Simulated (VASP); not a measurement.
# SnSe (Fm-3m) in VASP: notebook, part 2 of 2

VASP 6.6.1. Earlier steps stand in the parts before.

## Step 4: Single point, PBE

File INCAR:

```
SYSTEM = SnSe
  PREC = Accurate
  ENCUT = 520
  EDIFF = 1E-7
  ISMEAR = 0
  SIGMA = 0.027000000000000003
  LREAL = .FALSE.
  LASPH = .TRUE.
  NELM = 60
  ALGO = Normal
  ISIF = 2
  LWAVE = .FALSE.
  LCHARG = .FALSE.
  GGA = PE
  NBANDS = 17
```

File KPOINTS:

```
Automatic mesh
0
G
  8 8 8
  0 0 0
```

File POSCAR:

```
SnSe
1.0
    0.0000000000      3.0100000000      3.0100000000
    3.0100000000      0.0000000000      3.0100000000
    3.0100000000      3.0100000000      0.0000000000
Sn Se
1 1
Direct
    0.0000000000      0.0000000000      0.0000000000
    0.5000000000      0.5000000000      0.5000000000
```

Potentials or basis: VASP PAW PBE potentials, release 64 (Sn_d, Se).

Command:

```
cat potpaw_PBE.64/Sn_d/POTCAR potpaw_PBE.64/Se/POTCAR > POTCAR
mpirun -np 1 vasp_std > vasp.out
```

OUTCAR:

```text
SYSTEM = SnSe
   PREC = Accurate
   ENCUT = 520
   EDIFF = 1E-7
   ISMEAR = 0
   LREAL = .FALSE.
   LASPH = .TRUE.
   NELM = 60
   ISIF = 2
   GGA = PE

 ion  position               nearest neighbor table
   1  0.000  0.000  0.000-   2 3.01   2 3.01   2 3.01   2 3.01   2 3.01   2 3.01
   2  0.500  0.500  0.500-   1 3.01   1 3.01   1 3.01   1 3.01   1 3.01   1 3.01

  LATTYP: Found a face centered cubic cell.
 ALAT       =     6.0200000000

  Lattice vectors:

 A1 = (   0.0000000000,   3.0100000000,   3.0100000000)
 A2 = (   3.0100000000,   0.0000000000,   3.0100000000)
 A3 = (   3.0100000000,   3.0100000000,   0.0000000000)

Analysis of symmetry for initial positions (statically):
=====================================================================
 Subroutine PRICEL returns:
 Original cell was already a primitive cell.

 Routine SETGRP: Setting up the symmetry group for a
 face centered cubic supercell.

 Subroutine GETGRP returns: Found 48 space group operations
[... 9 lines left out ...]

 Routine SETGRP: Setting up the symmetry group for a
 face centered cubic supercell.

[... 143 lines left out ...]

 Free energy of the ion-electron system (eV)
  ---------------------------------------------------
  ext. energy  EPLUGINS =         0.00000000
  ---------------------------------------------------
  free energy    TOTEN  =        -8.21894575 eV

  energy without entropy =       -8.21894575  energy(sigma->0) =       -8.21894575

 E-fermi :   5.7192     XC(G=0):  -9.5995

 val. band max:        5.5841218464   @ k =   0.5000   0.0000   0.0000
 cond. band min:       6.1660843518   @ k =   0.5000   0.0000   0.0000
 fundamental gap:      0.5819625054
 Fermi energy:         5.7191924317

 k-point     1 :       0.0000    0.0000    0.0000
  band No.  band energies     occupation
      1     -16.0187      2.00000
      2     -16.0187      2.00000
      3     -16.0187      2.00000
      4     -16.0165      2.00000
      5     -16.0165      2.00000
      6      -8.2796      2.00000
[... 457 lines left out ...]
      4     -16.0098      2.00000
      5     -16.0046      2.00000
      6      -7.2022      2.00000
[... 9 lines left out ...]
     16      16.3817      0.00000
     17      16.4646      0.00000

 [... further k-points ...]
[... 5 lines left out ...]
  --------------------------------------------------------------------------------------
  -------------------------------------------------------------------------------------
  Total        0.3138343      0.3138343      0.3138343      0.0000000      0.0000000     -0.0000000
  in kB        9.2189518      9.2189518      9.2189518      0.0000000      0.0000000     -0.0000000
  external PRESSURE =       9.2189518 kB  Pullay stress =       0.0000000 kB

 VOLUME and BASIS-vectors are now :
 -----------------------------------------------------------------------------
  energy-cutoff  :      520.00
  volume of cell :       54.54
      direct lattice vectors                 reciprocal lattice vectors
     0.000000000  3.010000000  3.010000000    -0.166112957  0.166112957  0.166112957
     3.010000000  0.000000000  3.010000000     0.166112957 -0.166112957  0.166112957
     3.010000000  3.010000000  0.000000000     0.166112957  0.166112957 -0.166112957

 POSITION                                       TOTAL-FORCE (eV/Angst)
 -----------------------------------------------------------------------------------
      0.00000      0.00000      0.00000         0.000000     -0.000000      0.000000
      3.01000      3.01000      3.01000        -0.000000      0.000000     -0.000000
 -----------------------------------------------------------------------------------
    total drift:                                0.000000     -0.000000     -0.000000

  FREE ENERGIE OF THE ION-ELECTRON SYSTEM (eV)
  ---------------------------------------------------
  free  energy   TOTEN  =        -8.2189457525 eV

  energy  without entropy=       -8.2189457525  energy(sigma->0) =       -8.21894575
```

stdout:

```text
POSCAR found type information on POSCAR SnSe
 POSCAR found :  2 types and       2 ions
 scaLAPACK will be used
 LDA part: xc-table for (Slater+PW92), standard interpolation
 POSCAR, INCAR and KPOINTS ok, starting setup
 FFT: planning ... GRIDC
 FFT: planning ... GRID_SOFT
 FFT: planning ... GRID
 WAVECAR not read
 entering main loop
```

Run time: 12 s. Hardware: 1 thread of AMD EPYC 9R45 (Zen 5), shared host; peak memory 0.16 GiB.

Results:

```yaml
Free_energy: -8.2189 eV
Pressure: 0.9 GPa
Band_gap_on_the_k_mesh: 0.58 eV, direct
```

Levels at points of the mesh, in eV from the valence-band top:
```csv
k point,band 8,band 9,band 10,band 11,band 12,band 13
"(0.00, 0.00, 0.00)",-2.19,-2.19,-2.19,4.32,4.32,4.32
"(0.50, 0.00, 0.00)",-1.94,-1.94,0.00,0.58,1.25,1.25
"(0.50, 0.50, 0.00)",-5.46,-3.63,-3.63,3.03,5.35,5.35
```

Caveat: spin-orbit coupling is left out, which moves the levels of the heavy elements. A k mesh can miss the band edges.

## Step 5: Relaxation of cell and atoms, PBE+D4

File INCAR:

```
SYSTEM = SnSe
  PREC = Accurate
  ENCUT = 600
  EDIFF = 1E-6
  ISMEAR = -1
  SIGMA = 0.05
  LREAL = .False.
  LASPH = .True.
  NELM = 80
  ALGO = Normal
  ISIF = 3
  LWAVE = .False.
  LCHARG = .False.
  GGA = PE
  IVDW = 13
  IBRION = 2
  NSW = 80
  EDIFFG = -0.005
```

File KPOINTS:

```
Automatic mesh
0
Gamma
  8 8 8
  0 0 0
```

POSCAR is that of step 4.

Command:

```
cat potpaw_PBE.64/Sn_d/POTCAR potpaw_PBE.64/Se/POTCAR > POTCAR
mpirun -np 1 vasp_std > vasp.out
```

It took 45 s on 1 thread of AMD EPYC 9R45 (Zen 5), shared host; peak memory 0.2 GiB.

The run converged. Its results:

```yaml
Free_energy: -8.9999 eV
Relaxed_volume: 26.62 Å³/atom
Relaxed_cell: a = 4.223 Å, b = 4.223 Å, c = 4.223 Å, α = 60.00°, β = 60.00°, γ = 60.00°
Space_group_after_relaxing_to_0.05_Å: Fm-3m (No. 225)
Energy_gained_by_relaxing: 2.5 meV/atom
Ionic_steps: 6
Pressure_after_relaxing: 0.0 GPa
Band_gap_on_the_k_mesh: 0.69 eV, direct
Dispersion_energy_per_atom: -0.397 eV
```

Step by step:
| step | energy change (eV) | largest force (eV/Å) | pressure (GPa) | volume (Å³) |
| --- | --- | --- | --- | --- |
| 1 | 0.0000 | 0.0000 | -1.17 | 54.54 |
| 2 | -0.0048 | 0.0000 | 0.22 | 52.99 |
| 3 | -0.0050 | 0.0000 | 0.04 | 53.21 |
| 4 | -0.0050 | 0.0000 | -0.04 | 53.25 |
| 5 | -0.0050 | 0.0000 | -0.04 | 53.25 |
| 6 | -0.0050 | 0.0000 | -0.01 | 53.25 |

Final structure:
```
Sn Se
1.0
     0.00000    2.98600    2.98600
     2.98600    0.00000    2.98600
     2.98600    2.98600    0.00000
Sn Se
1 1
Direct
  0.00000 0.00000 0.00000
  0.50000 0.50000 0.50000
```

Levels at points of the mesh, in eV from the valence-band top:
```
           k point  band 6  band 7  band 8  band 9  band 10  band 11  band 12  band 13  band 14
(0.00, 0.00, 0.00)  -14.01   -4.97   -2.24   -2.24    -2.24     4.43     4.43     4.43     5.86
(0.50, 0.00, 0.00)  -13.03   -8.15   -1.99   -1.99     0.00     0.69     1.26     1.26     8.33
(0.50, 0.50, 0.00)  -12.73   -5.99   -5.62   -3.73    -3.73     2.96     5.50     5.50     6.15
```

Caveat: spin-orbit coupling is left out, which moves the levels of the heavy elements. A k mesh can miss the band edges.

## Step 6: Relaxation of cell and atoms, RPBE+D3(BJ)

File INCAR:

```
  PREC = Accurate
  ENCUT = 600
  EDIFF = 1E-6
  ISMEAR = -1
  SIGMA = 0.05
  LREAL = False
  LASPH = True
  NELM = 100
  ALGO = Normal
  ISIF = 3
  LWAVE = False
  LCHARG = False
  GGA = RP
  IVDW = 12
  IBRION = 2
  NSW = 80
  EDIFFG = -0.02
```

File KPOINTS:

```
regular mesh
0
Gamma
  8 8 8
```

POSCAR is that of step 5.

Potentials or basis: VASP PAW PBE potentials, release 64 (Sn_d, Se).

Command:

```
cat potpaw_PBE.64/Sn_d/POTCAR potpaw_PBE.64/Se/POTCAR > POTCAR
mpirun -np 1 vasp_std > vasp.out
```

It took 40 s on 1 thread of AMD EPYC 9R45 (Zen 5), shared host; peak memory 0.2 GiB.

The run converged. Its results:

```yaml
Free_energy: -10.9682 eV
Relaxed_volume: 22.31 Å³/atom
Relaxed_cell: a = 3.981 Å, b = 3.981 Å, c = 3.981 Å, α = 60.00°, β = 60.00°, γ = 60.00°
Space_group_after_relaxing_to_0.05_Å: Fm-3m (No. 225)
Energy_gained_by_relaxing: 200.4 meV/atom
Ionic_steps: 3
Pressure_after_relaxing: 0.0 GPa
Band_gap_on_the_k_mesh: 0.57 eV, indirect (least direct gap 0.66 eV)
Dispersion_energy_per_atom: -2.026 eV
```

Step by step:
```csv
step,energy change (eV),largest force (eV/Å),pressure (GPa),volume (Å³)
1,0.0000,0.0000,-10.78,54.54
2,-0.3279,0.0000,7.57,41.30
3,-0.4008,0.0000,0.00,44.62
```

Final structure:
```
CELL_PARAMETERS angstrom
0.00000 2.81508 2.81508
2.81508 0.00000 2.81508
2.81508 2.81508 0.00000
ATOMIC_POSITIONS crystal
Sn 0.00000 0.00000 0.00000
Se 0.50000 0.50000 0.50000
```

Levels at points of the mesh, in eV from the valence-band top:
```csv
k point,band 8,band 9,band 10,band 11,band 12,band 13
"(0.00, 0.00, 0.00)",-3.14,-3.14,-3.14,4.83,4.83,4.83
"(0.50, 0.00, 0.00)",-2.83,-2.83,-0.44,0.77,0.77,1.18
"(0.50, 0.50, 0.00)",-6.34,-5.00,-5.00,1.98,6.29,6.29
```

Caveat: the volume moved by over 15 % at a fixed basis, so the end points are rough; the PAW data sets were made with another functional, which shifts forces and pressure a little; spin-orbit coupling is left out, which moves the levels of the heavy elements; the volume moved by -18 % from the deposited cell, more than functionals usually miss. A k mesh can miss the band edges.

## Step 7: The runs side by side

| task | level | cell | cutoff (eV) | smearing | gap on the mesh (eV) | pressure (GPa) | relaxed volume (Å³/atom) |
| --- | --- | --- | --- | --- | --- | --- | --- |
| single point | PBE | as given | 520 | gaussian 0.018 eV | 0.58 | 0.9 | - |
| single point | PBE | as given | 520 | gaussian 0.02 eV | 0.58 | 0.9 | - |
| single point | PBE | as given | 520 | gaussian 0.027 eV | 0.58 | 0.9 | - |
| relaxation of cell and atoms | PBE+D4 | relaxed | 600 | fermi-dirac 0.05 eV | 0.69 | 0.0 | 26.62 |
| relaxation of cell and atoms | RPBE+D3(BJ) | relaxed | 600 | fermi-dirac 0.05 eV | 0.57 | 0.0 | 22.31 |

Alike in all rows: potentials or basis VASP PAW PBE potentials, release 64 (Sn_d, Se); no spin polarisation; k mesh 8 × 8 × 8.

On the cell as given the gap runs from 0.58 eV (PBE) to 0.58 eV (PBE).

Caveats: spin-orbit coupling is left out, which moves the levels of the heavy elements; the volume moved by over 15 % at a fixed basis, so the end points are rough (some runs); the PAW data sets were made with another functional, which shifts forces and pressure a little (some runs); the volume moved by -18 % from the deposited cell, more than functionals usually miss (some runs).

Absolute energies hang on the potentials; compare differences alone.
